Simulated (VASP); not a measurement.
A run of VASP 6.6.1:

Contents of INCAR:

```
SYSTEM = NaF
PREC = Accurate ; ENCUT = 520
EDIFF = 1E-6 ; ISMEAR = 0
SIGMA = 0.1 ; LREAL = .FALSE.
LASPH = .TRUE. ; NELM = 60
ALGO = Normal ; ISIF = 2
LWAVE = .FALSE. ; LCHARG = .FALSE.
GGA = PE ; NBANDS = 22
```

File KPOINTS:

```
Automatic mesh
0
G
  6 6 6
  0 0 0
```

File POSCAR:

```
NaF
1.0
    0.0000000000      3.1872754058      5.7145026662
    1.6446123814      0.0000000000      5.7145026662
    1.6446123814      3.1872754058      0.0000000000
Na F
2 2
Direct
    0.1831969445      0.1831969445      0.8168030555
    0.4331969445      0.4331969445      0.0668030555
    0.8168030555      0.8168030555      0.1831969445
    0.0668030555      0.0668030555      0.4331969445
```

Potentials or basis: VASP PAW PBE potentials, release 64 (Na_pv, F).

Launch:

```bash
$ cat potpaw_PBE.64/Na_pv/POTCAR potpaw_PBE.64/F/POTCAR > POTCAR
$ mpirun -np 1 vasp_std > vasp.out
```

Hardware: 1 thread of AMD EPYC 9R45 96-Core Processor (Zen 5) (shared host).

**Question.** Estimate the wall time of this run.

**Answer.** Wall time 63 s on 1 thread of AMD EPYC 9R45 96-Core Processor (Zen 5) (shared host), peak memory 0.21 GiB. Counts: scf iterations 13, k points 46.
